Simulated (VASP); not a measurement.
# Al in VASP: relaxation of the atoms with PBEsol

Aim: the relaxation of the atoms of Al with PBEsol.

Program: VASP 6.6.1. These are calculated values, not measurements. Logs are shortened: lines on timing, memory, paths and dates and some standing lists are left out, and cuts for length are marked.

### Step 1. The cell of the first run

The cell holds a slab with vacuum, 24 atoms: a = 5.728 Å, b = 8.591 Å, c = 19.075 Å, α = 90.00°, β = 90.00°, γ = 90.00°.

### Step 2. Relaxation of the atoms, PBEsol

Contents of INCAR:

```
SYSTEM = Al
  PREC = Accurate
  ENCUT = 520
  EDIFF = 1E-6
  ISMEAR = -1
  SIGMA = 0.15
  LREAL = Auto
  LASPH = .True.
  NELM = 100
  ALGO = Normal
  ISIF = 2
  LWAVE = .False.
  LCHARG = .False.
  GGA = PS
  IBRION = 2
  NSW = 45
  EDIFFG = -0.08
```

Contents of KPOINTS:

```
regular mesh
0
Gamma
  2 1 1
  0 0 0
```

Contents of POSCAR:

```
Al
1.0
    5.7275650000      0.0000000000      0.0000000000
    0.0000000000      8.5913470000      0.0000000000
    0.0000000000      0.0000000000     19.0750000000
Al
24
Selective dynamics
Direct
    0.2500000000      0.1666667000      0.0524246000  F F F
    0.7500000000      0.1666667000      0.0524246000  F F F
    0.2500000000      0.5000000000      0.0524246000  F F F
    0.7500000000      0.5000000000      0.0524246000  F F F
    0.2500000000      0.8333333000      0.0524246000  F F F
    0.7500000000      0.8333333000      0.0524246000  F F F
    0.0000000000      0.0000000000      0.1585845000  T T T
    0.5000000000      0.0000000000      0.1585845000  T T T
    0.0000000000      0.3333333000      0.1585845000  T T T
    0.5000000000      0.3333333000      0.1585845000  T T T
    0.0000000000      0.6666667000      0.1585845000  T T T
    0.5000000000      0.6666667000      0.1585845000  T T T
    0.2500000000      0.1666667000      0.2647444000  T T T
    0.7500000000      0.1666667000      0.2647444000  T T T
    0.2500000000      0.5000000000      0.2647444000  T T T
    0.7500000000      0.5000000000      0.2647444000  T T T
    0.2500000000      0.8333333000      0.2647444000  T T T
    0.7500000000      0.8333333000      0.2647444000  T T T
    0.0000000000      0.0000000000      0.3709043000  T T T
    0.5000000000      0.0000000000      0.3709043000  T T T
    0.0000000000      0.3333333000      0.3709043000  T T T
    0.5000000000      0.3333333000      0.3709043000  T T T
    0.0000000000      0.6666667000      0.3709043000  T T T
    0.5000000000      0.6666667000      0.3709043000  T T T
```

Potentials or basis: VASP PAW PBE potentials, release 64 (Al).

On the command line:

```bash
> cat potpaw_PBE.64/Al/POTCAR > POTCAR
> mpirun -np 1 vasp_std > vasp.out
```

OUTCAR:

```text
SYSTEM = Al
   PREC = Accurate
   ENCUT = 520
   EDIFF = 1E-6
   ISMEAR = -1
   LREAL = Auto
   LASPH = .True.
   NELM = 100
   ISIF = 2
   GGA = PS
   IBRION = 2
   NSW = 45
   EDIFFG = -0.08

 ion  position               nearest neighbor table
   1  0.250  0.167  0.052-   3 2.86   9 2.86  10 2.86   2 2.86   2 2.86   8 2.86   7 2.86   5 2.86

   2  0.750  0.167  0.052-   4 2.86   9 2.86  10 2.86   1 2.86   1 2.86   8 2.86   7 2.86   6 2.86

   3  0.250  0.500  0.052-   1 2.86   5 2.86   4 2.86   4 2.86  10 2.86  11 2.86  12 2.86   9 2.86
[... 39 lines left out ...]
  23  0.000  0.667  0.371-  19 2.86  18 2.86  17 2.86  24 2.86  24 2.86  16 2.86  15 2.86  21 2.86

  24  0.500  0.667  0.371-  20 2.86  18 2.86  17 2.86  23 2.86  23 2.86  16 2.86  15 2.86  22 2.86

  LATTYP: Found a simple orthorhombic cell.
 ALAT       =     5.7275650000
 B/A-ratio  =     1.4999999127
 C/A-ratio  =     3.3303856002

  Lattice vectors:

 A1 = (   5.7275650000,   0.0000000000,   0.0000000000)
 A2 = (   0.0000000000,   8.5913470000,   0.0000000000)
 A3 = (   0.0000000000,   0.0000000000,  19.0750000000)

Analysis of symmetry for initial positions (statically):
=====================================================================
 Subroutine PRICEL returns following result:

  LATTYP: Found a simple tetragonal cell.
 ALAT       =     2.8637825000
 C/A-ratio  =     6.6607712003
[... 12 lines left out ...]
 Subroutine GETGRP returns: Found  8 space group operations
 (whereof  4 operations were pure point group operations)
 out of a pool of  8 trial point group operations.

The static configuration has the point symmetry C_2v.
 The point group associated with its full space group is D_2h.

Analysis of symmetry for dynamics (positions and initial velocities):
=====================================================================
 Subroutine PRICEL returns following result:

  LATTYP: Found a simple tetragonal cell.
 ALAT       =     2.8637825000
 C/A-ratio  =     6.6607712003
[... 12 lines left out ...]
 Subroutine GETGRP returns: Found  8 space group operations
 (whereof  4 operations were pure point group operations)
 out of a pool of  8 trial point group operations.

The dynamic configuration has the point symmetry C_2v.
 The point group associated with its full space group is D_2h.

Analysis of constrained symmetry for selective dynamics:
=====================================================================
 Subroutine PRICEL returns following result:

  LATTYP: Found a simple tetragonal cell.
 ALAT       =     2.8637825000
 C/A-ratio  =     6.6607712003
[... 12 lines left out ...]
 Subroutine GETGRP returns: Found  4 space group operations
 (whereof  4 operations were pure point group operations)
 out of a pool of  8 trial point group operations.

The constrained configuration has the point symmetry C_2v.

 Subroutine INISYM returns: Found  4 space group operations
 (whereof  4 operations are pure point group operations),
 and found     6 'primitive' translations

----------------------------------------------------------------------------------------

                                     Primitive cell

  volume of cell :     156.4388

  direct lattice vectors                    reciprocal lattice vectors
     2.863782500  0.000000000  0.000000000     0.349188530  0.000000000  0.000000000
     0.000000000  2.863782047  0.000000000     0.000000000  0.349188585  0.000000000
     0.000000000  0.000000000 19.075000000     0.000000000  0.000000000  0.052424640

  length of vectors
     2.863782500  2.863782047 19.075000000     0.349188530  0.349188585  0.052424640

  position of ions in fractional coordinates (direct lattice)
     0.500000000  0.500000150  0.052424600
     0.000000000  0.000000000  0.158584500
     0.500000000  0.500000150  0.264744400
     0.000000000  0.000000000  0.370904300

  ion indices of the primitive-cell ions
   primitive index   ion index
                 1           1
                 2           9
                 3          13
                 4          21

----------------------------------------------------------------------------------------

 KPOINTS: regular mesh

Automatic generation of k-mesh.
 Grid dimensions read from file:
 generate k-points for:    2    1    1

 Generating k-lattice:

  Cartesian coordinates                     Fractional coordinates (reciprocal lattice)
     0.087297132  0.000000000  0.000000000     0.500000000  0.000000000  0.000000000
     0.000000000  0.116396183  0.000000000     0.000000000  1.000000000  0.000000000
     0.000000000  0.000000000  0.052424640     0.000000000  0.000000000  1.000000000

  Length of vectors
     0.087297132  0.116396183  0.052424640

  Shift w.r.t. Gamma in fractional coordinates (k-lattice)
     0.000000000  0.000000000  0.000000000

 Subroutine IBZKPT returns following result:
 ===========================================

 Found      2 irreducible k-points:

 Following reciprocal coordinates:
            Coordinates               Weight
  0.000000  0.000000  0.000000      1.000000
  0.500000  0.000000  0.000000      1.000000
   k-points           NKPTS =      2   k-points in BZ     NKDIM =      2   number of bands    NBANDS=     49
   number of dos      NEDOS =    301   number of ions     NIONS =     24
   total plane-waves  NPLWV = 442368
   dimension x,y,z NGX =    48 NGY =   64 NGZ =  144
   dimension x,y,z NGXF=    96 NGYF=  128 NGZF=  288
   ions per type =              24
   NGX,Y,Z   is equivalent  to a cutoff of  13.93, 12.38, 12.55 a.u.
   NGXF,Y,Z  is equivalent  to a cutoff of  27.86, 24.77, 25.10 a.u.
 SYSTEM =  Al
   PREC   = accura    normal or accurate (medium, high low for compatibility)
   ISTART =      0    job   : 0-new  1-cont  2-samecut
   ICHARG =      2    charge: 1-file 2-atom 10-const
   ISPIN  =      1    spin polarized calculation?
   LNONCOLLINEAR =      F non collinear calculations
   LSORBIT =      F    spin-orbit coupling
   LASPH  =      T    aspherical Exc in radial PAW
   ENCUT  =  520.0 eV  38.22 Ry    6.18 a.u.  10.65 15.97 35.47*2*pi/ulx,y,z
   NELM   =    100;   NELMIN=  2; NELMDL= -5     # of ELM steps
   EDIFF  = 0.1E-05   stopping-criterion for ELM
   LREAL  =      T    real-space projection
   EDIFFG = -.8E-01   stopping-criterion for IOM
   NSW    =     45    number of steps for IOM
   IBRION =      2    ionic relax: 0-MD 1-quasi-New 2-CG
   NFREE  =      1    steps in history (QN), initial steepest desc. (CG)
   ISIF   =      2    stress and relaxation
   ISYM   =      2    0-nonsym 1-usesym 2-fastsym
   POTIM  = 0.5000    time-step for ionic-motion
   TEBEG  =    0.0;   TEEND  =   0.0 temperature during run
   PSTRESS=    0.0 pullay stress
   NELECT =      72.0000    total number of electrons
   NUPDOWN=      -1.0000    fix difference up-down
   EMIN   =  10.00;   EMAX   =-10.00  energy-range for DOS
   EFERMI =   0.00;   METHOD = LEGACY
   ISMEAR =    -1;   SIGMA  =   0.15  broadening in eV -4-tet -1-fermi 0-gaus
   EFERMI_NEDOS =   21; number of points for ismear=-14 and -15
   IALGO  =     38    algorithm
   IMIX   =      4    mixing-type and parameters
     AMIX     =   0.40;   BMIX     =  1.00
     AMIX_MAG =   1.60;   BMIX_MAG =  1.00
  volume/ion in A,a.u.               =      39.11       263.93
  Fermi-wavevector in a.u.,A,eV,Ry     =   0.695591  1.314476  6.583129  0.483846
  Thomas-Fermi vector in A             =   1.778405
   LORBIT       =      0    0 simple, 1 ext, 2 COOP (PROOUT), +10 PAW based schemes
   GGA     = PS    functional components
   LHFCALC =     F    Hartree Fock is set to
   AEXX    =    0.0000 exact exchange contribution
   IVDW    =     0    specifies the selected vdW correction
   LEPSILON=     F    determine dielectric tensor
   LRPA    =     F    only Hartree local field effects (RPA)
 conjugate gradient relaxation of ions
 non-spin polarized calculation
  energy-cutoff  :      520.00
  volume of cell :      938.63
 maximum number of plane-waves:     25297
 NGX is ok and might be reduce to    48
   NGX = 21   NGY = 31   NGZ = 71

--------------------------------------- Ionic step        1  -------------------------------------------

 number of electron      72.0000000 magnetization

 Free energy of the ion-electron system (eV)
  ---------------------------------------------------
  ext. energy  EPLUGINS =         0.00000000
  ---------------------------------------------------
  free energy    TOTEN  =       -90.82501622 eV

  energy without entropy =      -90.20592946  energy(sigma->0) =      -90.51547284

------------------------ aborting loop because EDIFF is reached ----------------------------------------

  FORCE on cell =-STRESS in cart. coord.  units (eV):
  Direction    XX          YY          ZZ          XY          YZ          ZX
  --------------------------------------------------------------------------------------
  -------------------------------------------------------------------------------------
  Total      -31.1688437     10.1674306     -5.4484844      0.0000000      0.0000000      0.0000000
  in kB      -53.2029164     17.3550538     -9.3001609      0.0000000      0.0000000      0.0000000
  external PRESSURE =     -15.0493412 kB  Pullay stress =       0.0000000 kB
[... 277 lines left out ...]
--------------------------------------- Ionic step        6  -------------------------------------------

 number of electron      72.0000000 magnetization

 Free energy of the ion-electron system (eV)
  ---------------------------------------------------
  ext. energy  EPLUGINS =         0.00000000
  ---------------------------------------------------
  free energy    TOTEN  =       -90.87755773 eV

  energy without entropy =      -90.32145785  energy(sigma->0) =      -90.59950779

 E-fermi :   0.8086     XC(G=0):  -5.3341

 val. band max:        0.3246619941   @ k =   0.5000   0.0000   0.0000
 cond. band min:       0.8842990371   @ k =   0.0000   0.0000   0.0000
 fundamental gap:      0.5596370430
 Fermi energy:         0.8085535737

 k-point     1 :       0.0000    0.0000    0.0000
  band No.  band energies     occupation
      1      -9.6755      2.00000
      2      -8.3415      2.00000
      3      -7.6900      2.00000
      4      -7.6900      2.00000
      5      -6.3724      2.00000
      6      -6.3724      2.00000
[... 40 lines left out ...]
     47       2.8668      0.00000
     48       2.8675      0.00000

 k-point     2 :       0.5000    0.0000    0.0000
  band No.  band energies     occupation
      1      -8.5552      2.00000
      2      -8.5552      2.00000
      3      -7.2303      2.00000
      4      -7.2303      2.00000
      5      -6.5859      2.00000
      6      -6.5859      2.00000
[... 40 lines left out ...]
     47       2.4789      0.00003
     48       2.4789      0.00003
 [bands above 48 left out]

------------------------ aborting loop because EDIFF is reached ----------------------------------------

  FORCE on cell =-STRESS in cart. coord.  units (eV):
  Direction    XX          YY          ZZ          XY          YZ          ZX
  --------------------------------------------------------------------------------------
  -------------------------------------------------------------------------------------
  Total      -30.9997589     11.1131769     -2.9758782      0.0000000      0.0000000      0.0000000
  in kB      -52.9143013     18.9693730     -5.0796046      0.0000000      0.0000000      0.0000000
  external PRESSURE =     -13.0081776 kB  Pullay stress =       0.0000000 kB
[... 39 lines left out ...]
  FREE ENERGIE OF THE ION-ELECTRON SYSTEM (eV)
  ---------------------------------------------------
  free  energy   TOTEN  =       -90.8775577330 eV

  energy  without entropy=      -90.3214578477  energy(sigma->0) =      -90.59950779

 reached required accuracy - stopping structural energy minimisation
```

It took 9.2 min on 1 thread of Intel Xeon Platinum 8488C (Sapphire Rapids), shared host; peak memory 0.92 GiB.

What came out:

- Free energy: -90.8776 eV
- Energy gained by relaxing: 2.2 meV/atom
- Ionic steps: 6
- Band gap on the k mesh: zero (filled and empty bands touch)

The path:
```tsv
step	energy change (eV)	largest force on free atoms (eV/Å)	pressure (GPa)
1	0.0000	0.1940	-1.50
2	-0.0184	0.1597	-1.48
3	-0.0361	0.0954	-1.40
4	-0.0361	0.0867	-1.40
5	-0.0409	0.0852	-1.38
6	-0.0525	0.0698	-1.30
```

Final structure:
```yaml
crystal:
  lattice:
    - [5.72757, 0.00000, 0.00000]
    - [0.00000, 8.59135, 0.00000]
    - [0.00000, 0.00000, 19.07500]
  atoms:
    - { symbol: Al, position: [0.25000, 0.16667, 0.05242] }
    - { symbol: Al, position: [0.75000, 0.16667, 0.05242] }
    - { symbol: Al, position: [0.25000, 0.50000, 0.05242] }
    - { symbol: Al, position: [0.75000, 0.50000, 0.05242] }
    - { symbol: Al, position: [0.25000, 0.83333, 0.05242] }
    - { symbol: Al, position: [0.75000, 0.83333, 0.05242] }
    - { symbol: Al, position: [0.00000, 0.00000, 0.15721] }
    - { symbol: Al, position: [0.50000, 0.00000, 0.15721] }
    - { symbol: Al, position: [0.00000, 0.33333, 0.15721] }
    - { symbol: Al, position: [0.50000, 0.33333, 0.15721] }
    - { symbol: Al, position: [0.00000, 0.66667, 0.15721] }
    - { symbol: Al, position: [0.50000, 0.66667, 0.15721] }
    - { symbol: Al, position: [0.25000, 0.16667, 0.26492] }
    - { symbol: Al, position: [0.75000, 0.16667, 0.26492] }
    - { symbol: Al, position: [0.25000, 0.50000, 0.26492] }
    - { symbol: Al, position: [0.75000, 0.50000, 0.26492] }
    - { symbol: Al, position: [0.25000, 0.83333, 0.26492] }
    - { symbol: Al, position: [0.75000, 0.83333, 0.26492] }
    - { symbol: Al, position: [0.00000, 0.00000, 0.36788] }
    - { symbol: Al, position: [0.50000, 0.00000, 0.36788] }
    - { symbol: Al, position: [0.00000, 0.33333, 0.36788] }
    - { symbol: Al, position: [0.50000, 0.33333, 0.36788] }
    - { symbol: Al, position: [0.00000, 0.66667, 0.36788] }
    - { symbol: Al, position: [0.50000, 0.66667, 0.36788] }
```

Levels at points of the mesh, in eV from the Fermi level:
| k point | band 32 | band 33 | band 34 | band 35 | band 36 | band 37 | band 38 | band 39 |
| --- | --- | --- | --- | --- | --- | --- | --- | --- |
| (0.00, 0.00, 0.00) | -0.73 | -0.73 | -0.72 | -0.72 | 0.08 | 0.08 | 0.20 | 0.21 |
| (0.50, 0.00, 0.00) | -0.72 | -0.48 | -0.48 | -0.48 | -0.48 | 0.56 | 0.56 | 1.10 |

Caveat: the k points lie up to 0.73 Å⁻¹ apart; there is no dipole correction, which matters where the two faces differ; the PAW data sets were made with another functional, which shifts forces and pressure a little.

The gap in the log of VASP goes by the Fermi energy; the results here count the filled bands.